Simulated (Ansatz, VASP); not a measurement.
# Two plane-wave programs on Sb2P3H

```xyz
6
Lattice="5.3324 0.0000 0.0000 0.0000 5.3324 0.0000 0.0000 0.0000 5.5866" Properties=species:S:1:pos:R:3 pbc="T T T"
Sb    0.0000    2.6662    0.0000
Sb    2.6662    0.0000    0.0000
H     2.6662    2.6662    2.7933
P     2.6662    2.6662    1.1398
P     2.6662    2.6662    4.4468
P     0.0000    0.0000    0.0000
```

Alike in both runs: functional PBE; k mesh 4 × 4 × 4; occupations gaussian, width 0.1 eV; no spin polarisation.

Ansatz relaxed the structure, and its values are those at the end. VASP's run is a single point on that final structure, the one shown.

|  | VASP | Ansatz |
| --- | --- | --- |
| version | VASP 6.6.1 | Ansatz 0.2.0 |
| potentials or method | VASP PAW PBE potentials, release 64 (Sb, H, P), cutoff 520 eV | scalar-relativistic, plane waves, PAW |
| valence electrons in the cell | 26 | 46 |

|  | VASP | Ansatz | Ansatz less VASP |
| --- | --- | --- | --- |
| gap on the k mesh at the Fermi level (eV) | none | none | - |
| pressure (GPa) | -0.1 | 0.0 | +0.09 |
| rms of the force components (eV/Å) | 0.008 | 0.000 | -0.0082 |

A gap of «none» marks a metal or a gap that the smearing closes. VASP's potentials hold 26 valence electrons a cell and Ansatz's 46, so a difference there can come from the potentials and not from the codes.

Neither program's run includes spin-orbit coupling.
